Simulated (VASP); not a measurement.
Input of a VASP 6.6.1 run:

Contents of INCAR:

```
SYSTEM = Ga8N9
ALGO = Normal
EDIFF = 1E-7
ENCUT = 520
GGA = PE
ISIF = 2
ISMEAR = 0
ISPIN = 2
LASPH = .True.
LCHARG = .False.
LORBIT = 11
LREAL = Auto
LWAVE = .False.
MAGMOM = 0 0 0 0 0 0 0 0 0 0 0 0 0 0 0.21 0 0.26
NBANDS = 92
NELM = 150
PREC = Accurate
SIGMA = 0.02
```

KPOINTS

```
k-points
0
Gamma
  3 3 3
  0 0 0
```

The input POSCAR:

```
Ga8N9
1.0
    0.0000000000      4.5484769755     -4.5484769755
    4.5484769755      4.5484769755      0.0000000000
    4.5484769755      0.0000000000     -4.5484769755
Ga N
8 9
Direct
    0.0324464652     -0.0092474910      0.4902016679
    0.0054988736      0.5011392851      0.4998658919
    0.4979370045     -0.0170045931      0.4971107938
    0.4909294940      0.5307265515      0.4872401272
   -0.0018369885     -0.0008509442      1.0026007661
    0.0003316495      0.5064538113      0.9929667720
    0.4821728266     -0.0010878367      1.0213946394
    0.4983975982      0.4989146944      0.9996427429
    0.1114437872      0.1312794378      0.1301276236
    0.1246209452      0.6254134110      0.1247763819
    0.6227837395      0.1235647675      0.1264751923
    0.6235813692      0.6255868756      0.1231013157
    0.1246023676      0.1243457982      0.6273721985
    0.1280490158      0.6274953166      0.6219330152
    0.4924870483      0.2004789746      0.6693354757
    0.6304065109      0.6117264119      0.6267674906
    0.7035748487      0.9922739027      0.6335067794
```

Potentials or basis: VASP PAW PBE potentials, release 64 (Ga_d, N).

Command:

```bash
$ cat potpaw_PBE.64/Ga_d/POTCAR potpaw_PBE.64/N/POTCAR > POTCAR
$ mpirun -np 1 vasp_std > vasp.out
```

Q: Estimate the largest force.

A: 0.174 eV/Å.

Q: What does it give for the pressure?

A: 12.1 GPa.

Q: Predict the site moments.

A: Ga +0.02, -0.00, +0.01, +0.03 (each value once); N +0.04, -0.00, +0.00, +0.02, +0.03, +0.01, +0.30, +0.31 (each value once) μB.

Q: What does it give for the net moment?

A: 1.07 μB per cell.

Stress tensor (GPa, compression positive):
```
13.03 -0.04  3.70
-0.04 12.89 -0.30
 3.70 -0.30 10.51
```

Caveat: the k points lie up to 0.40 Å⁻¹ apart; a moment this small can come from the mesh or the smearing.
